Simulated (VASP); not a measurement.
Runs of VASP 6.6.1 on Au. The structure is that of space group P6/mmm (No. 191), or close to it. The cells are those of the table. 

```csv
task,cell,k mesh,cutoff (eV),gap on the mesh (eV),pressure (GPa)
single point,"a = 4.999, b = 4.999, c = 2.975 Å, angles 90.0, 90.0, 120.0°, 3 atoms",9 × 9 × 12,520,none,-5.8
single point,"a = 4.739, b = 4.739, c = 2.820 Å, angles 90.0, 90.0, 120.0°, 3 atoms",9 × 9 × 12,520,none,(b)
single point,"a = 4.669, b = 4.669, c = 2.779 Å, angles 90.0, 90.0, 120.0°, 3 atoms",9 × 9 × 12,520,none,18.9
single point,"a = 5.060, b = 5.060, c = 3.012 Å, angles 90.0, 90.0, 120.0°, 3 atoms",9 × 9 × 12,520,none,(a)
single point,"a = 4.872, b = 4.872, c = 2.900 Å, angles 90.0, 90.0, 120.0°, 3 atoms",10 × 10 × 14,520,none,0.3
relaxation of cell and atoms,"relaxed from a = 4.576, b = 4.576, c = 2.805 Å, angles 90.0, 90.0, 120.0°, 3 atoms",8 × 8 × 11,600,none,0.0
single point,"a = 4.937, b = 4.937, c = 2.938 Å, angles 90.0, 90.0, 120.0°, 3 atoms",9 × 9 × 12,520,none,-3.2
single point,"a = 4.807, b = 4.807, c = 2.861 Å, angles 90.0, 90.0, 120.0°, 3 atoms",9 × 9 × 12,520,none,4.9
```

Alike in all rows: level BLYP; potentials or basis VASP PAW PBE potentials, release 64 (Au); no spin polarisation; smearing fermi-dirac 0.1 eV.

Problem. Fill in the values left out.

Solution. (a) -7.7; (b) 10.9.

Caveats: the PAW data sets were made with another functional, which shifts forces and pressure a little; spin-orbit coupling is left out, which moves the levels of the heavy elements.

A k mesh can miss the band edges, and the runs leave out spin-orbit coupling on Au.

A gap of «none» marks levels without a gap at the run's occupations.
